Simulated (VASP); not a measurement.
# Bi2Se3 in VASP: single point with PBE+D3(BJ)

Aim: the single point of Bi2Se3 with PBE+D3(BJ).

Everything below comes from runs of VASP 6.6.1. Logs are shortened: lines on timing, memory, paths and dates and some standing lists are left out, and cuts for length are marked.

## Step 1: The cell of the first run

The cell holds a slab with vacuum, 5 atoms: a = 4.413 Å, b = 4.413 Å, c = 39.982 Å, α = 90.00°, β = 90.00°, γ = 120.00°.

## Step 2: Single point, PBE+D3(BJ) (biaxial strain +0.070, then relaxed in part)

INCAR

```
SYSTEM = Bi2Se3
PREC     = Accurate       ! precision mode
ENCUT    = 520            ! plane-wave cutoff, eV
EDIFF    = 1E-6           ! SCF threshold, eV
ISMEAR   = 0              ! smearing method
SIGMA    = 0.02           ! smearing width, eV
LREAL    = .False.        ! projectors in reciprocal space
LASPH    = .True.         ! aspherical terms in the spheres
NELM     = 60             ! most SCF steps
ALGO     = Normal         ! electronic algorithm
ISIF     = 2              ! what is computed and relaxed
LWAVE    = .False.        ! write WAVECAR
LCHARG   = .False.        ! write CHGCAR
LDIPOL   = .True.       
IDIPOL   = 3            
DIPOL    = 0.5 0.5 0.500
GGA      = PE             ! functional
IVDW     = 12             ! dispersion correction
NBANDS   = 32             ! bands
```

KPOINTS

```
regular mesh
0
Gamma
  12 12 1
  0 0 0
```

POSCAR

```
Bi2Se3
1.0
    4.4130487004      0.0000000000      0.0000000000
   -2.2065243502      3.8218122827      0.0000000000
    0.0000000000      0.0000000000     39.9824371327
Se Bi
3 2
Direct
    0.0000000000      0.0000000000      0.4187918337
    0.6666666667      0.3333333333      0.5000000000
    0.3333333333      0.6666666667      0.5812081663
    0.3333333333      0.6666666667      0.4544636500
    0.0000000000      0.0000000000      0.5455363500
```

Potentials or basis: VASP PAW PBE potentials, release 64 (Se, Bi_d).

Launch:

```console
> cat potpaw_PBE.64/Se/POTCAR potpaw_PBE.64/Bi_d/POTCAR > POTCAR
> mpirun -np 1 vasp_std > vasp.out
```

OUTCAR:

```text
SYSTEM = Bi2Se3
   PREC = Accurate
   ENCUT = 520
   EDIFF = 1E-6
   ISMEAR = 0
   LREAL = .False.
   LASPH = .True.
   NELM = 60
   ISIF = 2
   GGA = PE
   IVDW = 12
 IVDW          = 12

 ion  position               nearest neighbor table
   1  0.000  0.000  0.419-   4 2.92   4 2.92   4 2.92
   2  0.667  0.333  0.500-   4 3.13   5 3.13   4 3.13   5 3.13   5 3.13   4 3.13
   3  0.333  0.667  0.581-   5 2.92   5 2.92   5 2.92
   4  0.333  0.667  0.454-   1 2.92   1 2.92   1 2.92   2 3.13   2 3.13   2 3.13
   5  0.000  0.000  0.546-   3 2.92   3 2.92   3 2.92   2 3.13   2 3.13   2 3.13

  LATTYP: Found a hexagonal cell.
 ALAT       =     4.4130487004
 C/A-ratio  =     9.0600489247

  Lattice vectors:

 A1 = (   4.4130487004,   0.0000000000,   0.0000000000)
 A2 = (  -2.2065243502,   3.8218122827,   0.0000000000)
 A3 = (   0.0000000000,   0.0000000000,  39.9824371327)

Analysis of symmetry for initial positions (statically):
=====================================================================
 Subroutine PRICEL returns:
 Original cell was already a primitive cell.

 Routine SETGRP: Setting up the symmetry group for a
 hexagonal supercell.

 Subroutine GETGRP returns: Found 12 space group operations
 (whereof  6 operations were pure point group operations)
 out of a pool of 24 trial point group operations.

The static configuration has the point symmetry C_3v.
 The point group associated with its full space group is D_3d.

Analysis of symmetry for dynamics (positions and initial velocities):
=====================================================================
 Subroutine PRICEL returns:
 Original cell was already a primitive cell.

 Routine SETGRP: Setting up the symmetry group for a
 hexagonal supercell.

 Subroutine GETGRP returns: Found 12 space group operations
 (whereof  6 operations were pure point group operations)
 out of a pool of 24 trial point group operations.

The dynamic configuration has the point symmetry C_3v.
 The point group associated with its full space group is D_3d.

 Subroutine INISYM returns: Found 12 space group operations
 (whereof  6 operations are pure point group operations),
 and found     1 'primitive' translations

----------------------------------------------------------------------------------------

                                     Primitive cell

  volume of cell :     674.3375

  direct lattice vectors                    reciprocal lattice vectors
     4.413048700  0.000000000  0.000000000     0.226600717  0.130827985  0.000000000
    -2.206524350  3.821812283  0.000000000     0.000000000  0.261655970  0.000000000
     0.000000000  0.000000000 39.982437133     0.000000000  0.000000000  0.025010982

  length of vectors
     4.413048700  4.413048700 39.982437133     0.261655970  0.261655970  0.025010982

  position of ions in fractional coordinates (direct lattice)
     0.000000000  0.000000000  0.418791834
     0.666666667  0.333333333  0.500000000
     0.333333333  0.666666667  0.581208166
     0.333333333  0.666666667  0.454463650
     0.000000000  0.000000000  0.545536350

  ion indices of the primitive-cell ions
   primitive index   ion index
                 1           1
                 2           2
                 3           3
                 4           4
                 5           5

----------------------------------------------------------------------------------------

 KPOINTS: regular mesh

Automatic generation of k-mesh.
 Grid dimensions read from file:
 generate k-points for:   12   12    1

 Generating k-lattice:

  Cartesian coordinates                     Fractional coordinates (reciprocal lattice)
     0.018883393  0.010902332  0.000000000     0.083333333 -0.000000000  0.000000000
     0.000000000  0.021804664  0.000000000     0.000000000  0.083333333  0.000000000
     0.000000000  0.000000000  0.025010982     0.000000000  0.000000000  1.000000000

  Length of vectors
     0.021804664  0.021804664  0.025010982

  Shift w.r.t. Gamma in fractional coordinates (k-lattice)
     0.000000000  0.000000000  0.000000000

 Subroutine IBZKPT returns following result:
 ===========================================

 Found     19 irreducible k-points:

 Following reciprocal coordinates:
            Coordinates               Weight
  0.000000  0.000000  0.000000      1.000000
  0.083333  0.000000  0.000000      6.000000
  0.166667 -0.000000  0.000000      6.000000
  0.250000  0.000000  0.000000      6.000000
  0.333333  0.000000  0.000000      6.000000
  0.416667  0.000000  0.000000      6.000000
[... 11 lines left out ...]
  0.333333  0.250000  0.000000     12.000000
  0.333333  0.333333  0.000000      2.000000
   k-points           NKPTS =     19   k-points in BZ     NKDIM =     19   number of bands    NBANDS=     32
   number of dos      NEDOS =    301   number of ions     NIONS =      5
   total plane-waves  NPLWV = 388800
   dimension x,y,z NGX =    36 NGY =   36 NGZ =  300
   dimension x,y,z NGXF=    72 NGYF=   72 NGZF=  600
   ions per type =               3   2
   NGX,Y,Z   is equivalent  to a cutoff of  13.56, 13.56, 12.47 a.u.
   NGXF,Y,Z  is equivalent  to a cutoff of  27.12, 27.12, 24.95 a.u.
 SYSTEM =  Bi2Se3
   PREC   = accura    normal or accurate (medium, high low for compatibility)
   ISTART =      0    job   : 0-new  1-cont  2-samecut
   ICHARG =      2    charge: 1-file 2-atom 10-const
   ISPIN  =      1    spin polarized calculation?
   LNONCOLLINEAR =      F non collinear calculations
   LSORBIT =      F    spin-orbit coupling
   LASPH  =      T    aspherical Exc in radial PAW
   ENCUT  =  520.0 eV  38.22 Ry    6.18 a.u.   8.21  8.21 74.34*2*pi/ulx,y,z
   NELM   =     60;   NELMIN=  2; NELMDL= -5     # of ELM steps
   EDIFF  = 0.1E-05   stopping-criterion for ELM
   LREAL  =      F    real-space projection
   EDIFFG = 0.1E-04   stopping-criterion for IOM
   NSW    =      0    number of steps for IOM
   IBRION =     -1    ionic relax: 0-MD 1-quasi-New 2-CG
   NFREE  =      0    steps in history (QN), initial steepest desc. (CG)
   ISIF   =      2    stress and relaxation
   ISYM   =      2    0-nonsym 1-usesym 2-fastsym
   POTIM  = 0.5000    time-step for ionic-motion
   TEBEG  =    0.0;   TEEND  =   0.0 temperature during run
   PSTRESS=    0.0 pullay stress
   NELECT =      48.0000    total number of electrons
   NUPDOWN=      -1.0000    fix difference up-down
   EMIN   =  10.00;   EMAX   =-10.00  energy-range for DOS
   EFERMI =   0.00;   METHOD = LEGACY
   ISMEAR =     0;   SIGMA  =   0.02  broadening in eV -4-tet -1-fermi 0-gaus
   EFERMI_NEDOS =   21; number of points for ismear=-14 and -15
   IALGO  =     38    algorithm
   IMIX   =      4    mixing-type and parameters
     AMIX     =   0.40;   BMIX     =  1.00
     AMIX_MAG =   1.60;   BMIX_MAG =  1.00
  volume/ion in A,a.u.               =     134.87       910.13
  Fermi-wavevector in a.u.,A,eV,Ry     =   0.678468  1.282119  6.263021  0.460319
  Thomas-Fermi vector in A             =   1.756381
   LORBIT       =      0    0 simple, 1 ext, 2 COOP (PROOUT), +10 PAW based schemes
   GGA     = PE    functional components
   LHFCALC =     F    Hartree Fock is set to
   AEXX    =    0.0000 exact exchange contribution
   IVDW    =    12    specifies the selected vdW correction
   LEPSILON=     F    determine dielectric tensor
   LRPA    =     F    only Hartree local field effects (RPA)
 non-spin polarized calculation
 Gauss-broadening in eV      SIGMA  =   0.02
  energy-cutoff  :      520.00
  volume of cell :      674.34
 maximum number of plane-waves:     18214
 NGX is ok and might be reduce to    36
   NGX = 17   NGY = 17   NGZ =149

 dipolmoment           0.000000      0.000000     -0.000000 electrons x Angstroem

 number of electron      47.9999995 magnetization

 dipolmoment           0.000000      0.000000      0.000000 electrons x Angstroem

 Free energy of the ion-electron system (eV)
  ---------------------------------------------------
  ext. energy  EPLUGINS =         0.00000000
  ---------------------------------------------------
  free energy    TOTEN  =       -20.00918428 eV

  energy without entropy =      -20.00918428  energy(sigma->0) =      -20.00918428

 E-fermi :  -3.9053     XC(G=0):  -2.3663

 val. band max:       -3.9920979016   @ k =   0.1667   0.0833   0.0000
 cond. band min:      -3.6199362985   @ k =   0.0000   0.0000   0.0000
 fundamental gap:      0.3721616031
 Fermi energy:        -3.9052824928

 k-point     1 :       0.0000    0.0000    0.0000
  band No.  band energies     occupation
      1     -26.5142      2.00000
      2     -26.5129      2.00000
      3     -26.5011      2.00000
      4     -26.5011      2.00000
      5     -26.4984      2.00000
      6     -26.4984      2.00000
[... 24 lines left out ...]
     31       1.6565      0.00000
     32       1.7278      0.00000

 k-point     2 :       0.0833    0.0000    0.0000
  band No.  band energies     occupation
      1     -26.5137      2.00000
      2     -26.5124      2.00000
      3     -26.5018      2.00000
      4     -26.5014      2.00000
      5     -26.4991      2.00000
      6     -26.4983      2.00000
[... 24 lines left out ...]
     31       1.7629      0.00000
     32       1.7740      0.00000

 k-point     3 :       0.1667   -0.0000    0.0000
  band No.  band energies     occupation
      1     -26.5127      2.00000
      2     -26.5113      2.00000
      3     -26.5039      2.00000
      4     -26.5021      2.00000
      5     -26.5008      2.00000
      6     -26.4982      2.00000
[... 24 lines left out ...]
     31       1.8452      0.00000
     32       1.9721      0.00000

 k-point     4 :       0.2500    0.0000    0.0000
  band No.  band energies     occupation
      1     -26.5116      2.00000
      2     -26.5101      2.00000
      3     -26.5070      2.00000
      4     -26.5030      2.00000
      5     -26.5024      2.00000
      6     -26.4981      2.00000
[... 24 lines left out ...]
     31       1.5866      0.00000
     32       2.2553      0.00000

 k-point     5 :       0.3333    0.0000    0.0000
  band No.  band energies     occupation
      1     -26.5116      2.00000
      2     -26.5100      2.00000
      3     -26.5092      2.00000
      4     -26.5038      2.00000
      5     -26.5034      2.00000
      6     -26.4981      2.00000
[... 409 lines left out ...]
     31       1.5145      0.00000
     32       3.4745      0.00000

 k-point    17 :       0.2500    0.2500    0.0000
  band No.  band energies     occupation
      1     -26.5115      2.00000
      2     -26.5094      2.00000
      3     -26.5077      2.00000
      4     -26.5058      2.00000
      5     -26.5032      2.00000
      6     -26.4998      2.00000
[... 24 lines left out ...]
     31       2.1677      0.00000
     32       2.3347      0.00000

 k-point    18 :       0.3333    0.2500    0.0000
  band No.  band energies     occupation
      1     -26.5115      2.00000
      2     -26.5097      2.00000
      3     -26.5082      2.00000
      4     -26.5051      2.00000
      5     -26.5034      2.00000
      6     -26.5002      2.00000
[... 24 lines left out ...]
     31       2.1320      0.00000
     32       2.9767      0.00000

 k-point    19 :       0.3333    0.3333    0.0000
  band No.  band energies     occupation
      1     -26.5105      2.00000
      2     -26.5095      2.00000
      3     -26.5095      2.00000
      4     -26.5040      2.00000
      5     -26.5040      2.00000
      6     -26.5006      2.00000
[... 24 lines left out ...]
     31       2.8812      0.00000
     32       2.8813      0.00000

------------------------ aborting loop because EDIFF is reached ----------------------------------------

 vacuum level on the upper side and lower side of the slab       (xc-potential included)        -0.005        -0.005

 Edisp (eV)   -1.44931

 E8    (eV) :    -0.6848

  FORCE on cell =-STRESS in cart. coord.  units (eV):
  Direction    XX          YY          ZZ          XY          YZ          ZX
  --------------------------------------------------------------------------------------
  -------------------------------------------------------------------------------------
  Total      -4.77903    -4.77903     0.01992     0.00000     0.00000     0.00000
  in kB     -11.35464   -11.35464     0.04734     0.00000     0.00000     0.00000
  external pressure =       -7.55 kB  Pullay stress =        0.00 kB

 VOLUME and BASIS-vectors are now :
 -----------------------------------------------------------------------------
  energy-cutoff  :      520.00
  volume of cell :      674.34
      direct lattice vectors                 reciprocal lattice vectors
     4.413048700  0.000000000  0.000000000     0.226600717  0.130827985  0.000000000
    -2.206524350  3.821812283  0.000000000     0.000000000  0.261655970  0.000000000
     0.000000000  0.000000000 39.982437133     0.000000000  0.000000000  0.025010982

 POSITION                                       TOTAL-FORCE (eV/Angst)
 -----------------------------------------------------------------------------------
      0.00000      0.00000     16.74432        -0.000000     -0.000000     -0.012136
      2.20652      1.27394     19.99122         0.000000      0.000000      0.000000
     -0.00000      2.54787     23.23812        -0.000000      0.000000      0.012136
     -0.00000      2.54787     18.17056        -0.000000      0.000000      0.008577
      0.00000      0.00000     21.81187         0.000000      0.000000     -0.008577
 -----------------------------------------------------------------------------------
    total drift:                                0.000000     -0.000000      0.000000

  FREE ENERGIE OF THE ION-ELECTRON SYSTEM (eV)
  ---------------------------------------------------
  free  energy   TOTEN  =       -21.4584959601 eV

  energy  without entropy=      -21.4584959601  energy(sigma->0) =      -21.45849596

 vacuum level on the upper side and lower side of the slab         2.200         2.200
```

Wall time 14 min (1 thread of Oxide Virtual Turin-like, shared host); peak memory 0.9 GiB.

What came out:

```yaml
Free_energy: -21.4585 eV
Largest_force: 0.012 eV/Å
Band_gap_on_the_k_mesh: 0.37 eV, indirect (least direct gap 0.79 eV)
Dispersion_energy_per_atom: -0.290 eV
```

Forces on the atoms (eV/Å):
```
Se   0.000  0.000 -0.012
Se   0.000  0.000  0.000
Se   0.000  0.000  0.012
Bi   0.000  0.000  0.009
Bi   0.000  0.000 -0.009
```

Caveat: the cell differs from its parent crystal (biaxial strain +0.070, then relaxed in part); spin-orbit coupling is left out, which moves the levels of the heavy elements.
